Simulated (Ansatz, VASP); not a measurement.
**One calculation of Pb, two programs**

The input POSCAR:

```
Pb
1.0
    3.5780800650      0.0000000000      0.0000000000
   -1.7890400325      3.0987082331      0.0000000000
    0.0000000000      0.0000000000      5.2877432491
Pb
2
Direct
    0.3333333333      0.6666666667      0.2500000000
    0.6666666667      0.3333333333      0.7500000000
```

The input INCAR.step1:

```
PREC = Accurate
ENCUT = 520
ISMEAR = 0
SIGMA = 0.15
LREAL = False
LASPH = True
NELM = 100
NBANDS = 21
GGA = PE
ALGO = Normal
EDIFF = 1E-4
LWAVE = True
LCHARG = False
```

File INCAR.step2:

```
PREC = Accurate
ENCUT = 520
EDIFF = 1E-7
ISMEAR = 0
SIGMA = 0.15
LREAL = False
LASPH = True
NELM = 100
ALGO = Normal
ISIF = 2
LWAVE = False
LCHARG = True
METAGGA = R2SCAN
LMIXTAU = True
LELF = True
LVHAR = True
NBANDS = 21
ISTART = 1
```

File KPOINTS:

```
Automatic mesh
0
Gamma
  18 18 10
```

Input for Ansatz:

```yaml
crystal:
  lattice:
    - [3.578080065, 0.0, 0.0]
    - [-1.7890400325, 3.0987082331, 0.0]
    - [0.0, 0.0, 5.2877432491]
  atoms:
    - { symbol: Pb, position: [0.3333333333, 0.6666666667, 0.25] }
    - { symbol: Pb, position: [0.6666666667, 0.3333333333, 0.75] }
basis:
  ecutwfc: 500
kpoints:
  mp_grid: { grid: [18, 18, 10] }
hamiltonian:
  xc: r2scan
scf:
  occupations: { method: gaussian, width: 0.15 }
output:
  forces: true
  stress: true
  eigenvalues: true
```

Alike in both runs: task single point; functional r2SCAN; k mesh 18 × 18 × 10; occupations gaussian, width 0.15 eV; no spin polarisation.

```csv
,VASP,Ansatz
version,VASP 6.6.1,Ansatz 0.2.0
potentials or method,"VASP PAW PBE potentials, release 64 (Pb_d), cutoff 520 eV","scalar-relativistic, plane waves, PAW"
valence electrons in the cell,28,28
```

|  | VASP | Ansatz | Ansatz less VASP |
| --- | --- | --- | --- |
| gap on the k mesh at the Fermi level (eV) | none | none | - |
| pressure (GPa) | 3.3 | 3.2 | -0.02 |
| traceless stress, the component that is largest in VASP (GPa) | 2.85 | 2.84 | -0.011 |

VASP's potentials were made for PBE, not for r2SCAN. A gap of «none» marks a metal or a gap that the smearing closes.

Neither program's run includes spin-orbit coupling.
